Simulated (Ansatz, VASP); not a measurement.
CsH5: VASP beside Ansatz

Contents of INCAR:

```
SYSTEM = CsH5
PREC     = Accurate       ! precision mode
ENCUT    = 600            ! plane-wave cutoff, eV
EDIFF    = 1E-7           ! SCF threshold, eV
ISMEAR   = 0              ! smearing method
SIGMA    = 0.1            ! smearing width, eV
LREAL    = .False.        ! projectors in reciprocal space
LASPH    = .True.         ! aspherical terms in the spheres
NELM     = 60             ! most SCF steps
ALGO     = Normal         ! electronic algorithm
ISIF     = 3              ! what is computed and relaxed
LWAVE    = .False.        ! write WAVECAR
LCHARG   = .False.        ! write CHGCAR
GGA      = PE             ! functional
IBRION   = 2              ! ionic algorithm
NSW      = 90             ! ionic steps
EDIFFG   = -0.04          ! ionic threshold
```

KPOINTS

```
Automatic mesh
0
Gamma
  6 6 4
  0 0 0
```

File POSCAR:

```
CsH5
1.0
    4.4802746000      0.0000000000      0.0000000000
   -2.2401373000      3.8800316200      0.0000000000
    0.0000000000      0.0000000000      4.6029882900
Cs H
1 5
Direct
    0.3333333300      0.6666666700      0.0000000000
    0.7424639900      0.2575360100      0.5000000000
    0.7424639900      0.4849279900      0.5000000000
    0.5150720100      0.2575360100      0.5000000000
    0.0000000000      0.0000000000      0.5000000000
    0.6666666700      0.3333333300      0.0000000000
```

Input for Ansatz:

```yaml
crystal:
  lattice:
    - [4.4802746, 0.0, 0.0]
    - [-2.2401373, 3.88003162, 0.0]
    - [0.0, 0.0, 4.60298829]
  atoms:
    - { symbol: Cs, position: [0.33333333, 0.66666667, 0.0] }
    - { symbol: H, position: [0.74246399, 0.25753601, 0.5] }
    - { symbol: H, position: [0.74246399, 0.48492799, 0.5] }
    - { symbol: H, position: [0.51507201, 0.25753601, 0.5] }
    - { symbol: H, position: [0.0, 0.0, 0.5] }
    - { symbol: H, position: [0.66666667, 0.33333333, 0.0] }
basis:
  ecutwfc: 420
kpoints:
  mp_grid: { grid: [6, 6, 4] }
hamiltonian:
  xc: pbe
scf:
  occupations: { method: gaussian, width: 0.1 }
  lower_state_search: "off"
output:
  forces: true
  stress: true
  eigenvalues: true
relax:
  adjacent_minimum: "off"
  f_tol: 0.04
  max_steps: 70
  cell: { stress_tol: 0.4 }
```

Alike in both runs: task relaxation of cell and atoms; functional PBE; k mesh 6 × 6 × 4; occupations gaussian, width 0.1 eV; no spin polarisation.

|  | VASP | Ansatz |
| --- | --- | --- |
| version | VASP 6.6.1 | Ansatz 0.2.0 |
| potentials or method | VASP PAW PBE potentials, release 64 (Cs_sv, H), cutoff 600 eV | scalar-relativistic, plane waves, PAW |
| valence electrons in the cell | 14 | 14 |

```csv
,VASP,Ansatz,Ansatz less VASP
"gap on the k mesh at the Fermi level, each at its own relaxed structure (eV)",0.14,0.12,-0.020
relaxed volume (Å³/atom),15.39,15.29,-0.102
relaxed cell length with the largest relative difference (Å),5.379,5.298,-0.0806
```

Neither program's run includes spin-orbit coupling. Noted on VASP's run: the volume moved by over 15 % at a fixed basis, so the end points are rough.
